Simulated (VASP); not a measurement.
## AlB2N3: single point with PBE

AlB2N3:

```
Al B N
1.0
     2.61796    0.00000    0.00000
    -1.30898    2.26722    0.00000
     0.00000    0.00000   20.86111
Al B N
2 4 6
Cartesian
  0.0000 1.5115 15.6458
  1.3090 0.7557 5.2153
  0.0000 1.5115 1.7384
  0.0000 1.5115 8.6921
  1.3090 0.7557 12.1690
  1.3090 0.7557 19.1227
  0.0000 1.5115 5.2153
  0.0000 1.5115 12.1690
  0.0000 1.5115 19.1227
  1.3090 0.7557 1.7384
  1.3090 0.7557 8.6921
  1.3090 0.7557 15.6458
```

- Program: VASP 6.6.1
- Task: single point
- Functional: PBE
- Potentials or basis: VASP PAW PBE potentials, release 64 (Al, B, N)
- Cutoff: 520 eV
- k mesh: 6 × 6 × 1
- Occupations: gaussian, width 0.1 eV
- Spin: no spin polarisation
- Dipole correction: no
- Further INCAR settings: ALGO = Normal; EDIFF = 1e-06; NBANDS = 36

```json
{
  "Pressure": "39.0 GPa",
  "Largest force": "0.052 eV/Å",
  "Band gap on the k mesh": "3.31 eV, indirect (least direct gap 3.60 eV)"
}
```

Forces on the atoms (eV/Å):
```
Al   0.000  0.000  0.000
Al   0.000  0.000  0.000
B    0.000  0.000  0.052
B    0.000  0.000 -0.052
B    0.000  0.000  0.052
B    0.000  0.000 -0.052
N    0.000  0.000  0.000
N    0.000  0.000 -0.020
N    0.000  0.000  0.020
N    0.000  0.000 -0.020
N    0.000  0.000  0.020
N    0.000  0.000  0.000
```

Stress tensor (GPa, compression positive):
```
58.19  0.00  0.00
 0.00 58.19  0.00
 0.00  0.00  0.75
```

Levels at points of the mesh, in eV from the valence-band top:
| k point | band 21 | band 22 | band 23 | band 24 | band 25 | band 26 | band 27 | band 28 |
| --- | --- | --- | --- | --- | --- | --- | --- | --- |
| (0.00, 0.00, 0.00) | 0.00 | 0.00 | 0.00 | 0.00 | 3.60 | 4.42 | 5.05 | 6.86 |
| (0.50, 0.00, 0.00) | -0.73 | -0.72 | -0.52 | -0.52 | 3.31 | 3.40 | 3.84 | 3.88 |

Run time: 46 s on 1 thread of AMD EPYC 7R13 Processor (Zen 3), with other jobs on the host, peak memory 0.21 GiB.

Caveat: the k points lie up to 0.46 Å⁻¹ apart. A k mesh can miss the band edges.
